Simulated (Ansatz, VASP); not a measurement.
HfC2 in VASP and in Ansatz

```
CELL_PARAMETERS angstrom
3.23863 0.00000 0.00000
-1.61932 2.80474 0.00000
0.00000 0.00000 3.21408
ATOMIC_POSITIONS crystal
Hf 0.00000 0.00000 0.00000
C 0.33333 0.66667 0.50000
C 0.66667 0.33333 0.50000
```

Change from the starting cell: species swapped into the NdAg2 type (P6/mmm, No. 191).

Alike in both runs: functional PBE; k mesh 18 × 18 × 14; occupations gaussian, width 0.1 eV; no spin polarisation.

Ansatz relaxed the structure, and its values are those at the end. VASP's run is a single point on that final structure, the one shown.

|  | VASP | Ansatz |
| --- | --- | --- |
| version | VASP 6.6.1 | Ansatz 0.2.0 |
| potentials or method | VASP PAW PBE potentials, release 64 (Hf_pv, C), cutoff 520 eV | scalar-relativistic, plane waves, PAW |
| valence electrons in the cell | 18 | 34 |

|  | VASP | Ansatz | Ansatz less VASP |
| --- | --- | --- | --- |
| gap on the k mesh at the Fermi level (eV) | none | none | - |
| pressure (GPa) | -1.8 | 0.0 | +1.77 |

A gap of «none» marks a metal or a gap that the smearing closes. With one functional, cell and mesh, what is left measures potentials, basis and numerics. VASP's potentials hold 18 valence electrons a cell and Ansatz's 34, so a difference there can come from the potentials and not from the codes.

Neither program's run includes spin-orbit coupling.
